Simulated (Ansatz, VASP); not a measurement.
## HgTe: VASP beside Ansatz

The input INCAR:

```
SYSTEM = HgTe
PREC     = Accurate       ! precision mode
ENCUT    = 520            ! plane-wave cutoff, eV
EDIFF    = 1E-6           ! SCF threshold, eV
ISMEAR   = 0              ! smearing method
SIGMA    = 0.15           ! smearing width, eV
LREAL    = .False.        ! projectors in reciprocal space
LASPH    = .True.         ! aspherical terms in the spheres
NELM     = 100            ! most SCF steps
ALGO     = Normal         ! electronic algorithm
ISIF     = 2              ! what is computed and relaxed
LWAVE    = .False.        ! write WAVECAR
LCHARG   = .False.        ! write CHGCAR
GGA      = PS             ! functional
NBANDS   = 16             ! bands
```

KPOINTS

```
regular mesh
0
Gamma
  16 16 16
  0 0 0
```

The input POSCAR:

```
HgTe
1.0
    0.0000000000      3.3372833822      3.3372833822
    3.3372833822      0.0000000000      3.3372833822
    3.3372833822      3.3372833822      0.0000000000
Hg Te
1 1
Direct
    0.0000000000      0.0000000000      0.0000000000
    0.7500000000      0.7500000000      0.7500000000
```

Input for Ansatz:

```yaml
crystal:
  lattice:
    - [0.0, 3.3372833822, 3.3372833822]
    - [3.3372833822, 0.0, 3.3372833822]
    - [3.3372833822, 3.3372833822, 0.0]
  atoms:
    - { symbol: Hg, position: [0.0, 0.0, 0.0] }
    - { symbol: Te, position: [0.75, 0.75, 0.75] }
basis:
  ecutwfc: 420
kpoints:
  mp_grid: { grid: [16, 16, 16] }
hamiltonian:
  xc: pbesol
scf:
  occupations: { method: gaussian, width: 0.15 }
output:
  forces: true
  stress: true
  eigenvalues: true
```

Change from the starting cell: strain +0.025 along x and y, +0.025 along z, atoms carried along.

Alike in both runs: task single point; functional PBEsol; k mesh 16 × 16 × 16; occupations gaussian, width 0.15 eV; no spin polarisation.

|  | VASP | Ansatz |
| --- | --- | --- |
| version | VASP 6.6.1 | Ansatz 0.2.0 |
| potentials or method | VASP PAW PBE potentials, release 64 (Hg, Te), cutoff 520 eV | scalar-relativistic, plane waves, PAW |
| valence electrons in the cell | 18 | 36 |

|  | VASP | Ansatz | Ansatz less VASP |
| --- | --- | --- | --- |
| gap on the k mesh at the Fermi level (eV) | none | none | - |
| pressure (GPa) | -2.5 | -2.6 | -0.08 |

VASP's potentials were made for PBE, not for PBEsol. A gap of «none» marks a metal or a gap that the smearing closes. VASP's potentials hold 18 valence electrons a cell and Ansatz's 36, so a difference there can come from the potentials and not from the codes.

Spin-orbit coupling is off throughout.
